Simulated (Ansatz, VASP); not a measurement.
# Two plane-wave programs on Y

Contents of POSCAR:

```
Y
1.0
    3.6808463851      0.0000000000      0.0000000000
   -1.8404231926      3.1877064770      0.0000000000
    0.0000000000      0.0000000000      5.7206466204
Y
2
Direct
    0.3333333333      0.6666666667      0.2500000000
    0.6666666667      0.3333333333      0.7500000000
```

File INCAR.step1:

```
SYSTEM = Y
  PREC = Accurate
  ENCUT = 520
  ISMEAR = -1
  SIGMA = 0.1
  LREAL = .False.
  LASPH = .True.
  NELM = 80
  NBANDS = 18
  GGA = PE
  ALGO = Normal
  EDIFF = 1E-4
  LWAVE = .True.
  LCHARG = .False.
```

File INCAR.step2:

```
SYSTEM = Y
  PREC = Accurate
  ENCUT = 520
  EDIFF = 1E-6
  ISMEAR = -1
  SIGMA = 0.1
  LREAL = .False.
  LASPH = .True.
  NELM = 80
  ALGO = Normal
  ISIF = 2
  LWAVE = .False.
  LCHARG = .False.
  METAGGA = R2SCAN
  LMIXTAU = .True.
  NBANDS = 18
  ISTART = 1
```

KPOINTS

```
Automatic mesh
0
Gamma
  2 2 1
  0 0 0
```

Input for Ansatz:

```yaml
crystal:
  lattice:
    - [3.6808463851, 0.0, 0.0]
    - [-1.8404231926, 3.187706477, 0.0]
    - [0.0, 0.0, 5.7206466204]
  atoms:
    - { symbol: "Y", position: [0.3333333333, 0.6666666667, 0.25] }
    - { symbol: "Y", position: [0.6666666667, 0.3333333333, 0.75] }
hamiltonian:
  xc: r2scan
  pseudopotentials:
    kind: paw
    azcp:
      "Y": "pseudopotentials/Y.paw.azcp"
basis:
  ecutwfc: 500
  fft_grid_basis: typed
kpoints:
  mp_grid: { grid: [2, 2, 1], shift: [0, 0, 0] }
magnetization:
  spin_polarized: false
scf:
  occupations: { method: fermi_dirac, width: 0.1 }
  lower_state_search: "off"
output:
  stress: true
```

Alike in both runs: task single point; functional r2SCAN; k mesh 2 × 2 × 1; occupations fermi-dirac, width 0.1 eV; no spin polarisation.

|  | VASP | Ansatz |
| --- | --- | --- |
| version | VASP 6.6.1 | Ansatz 0.2.0 |
| potentials or method | VASP PAW PBE potentials, release 64 (Y_sv), cutoff 520 eV | plane waves (500 eV) with PAW, scalar-relativistic |
| valence electrons in the cell | 22 | 22 |

VASP gave:

- pressure (GPa): -8.5
- traceless stress, the component that is largest in VASP (GPa): -0.26

**Question.** Which values does Ansatz return?

**Answer.** Pressure (GPa): -8.6; traceless stress, the component that is largest in VASP (GPa): -0.18.

VASP's potentials were made for PBE, not for r2SCAN.

The k mesh is coarse, so the values compare programs but aren't converged.
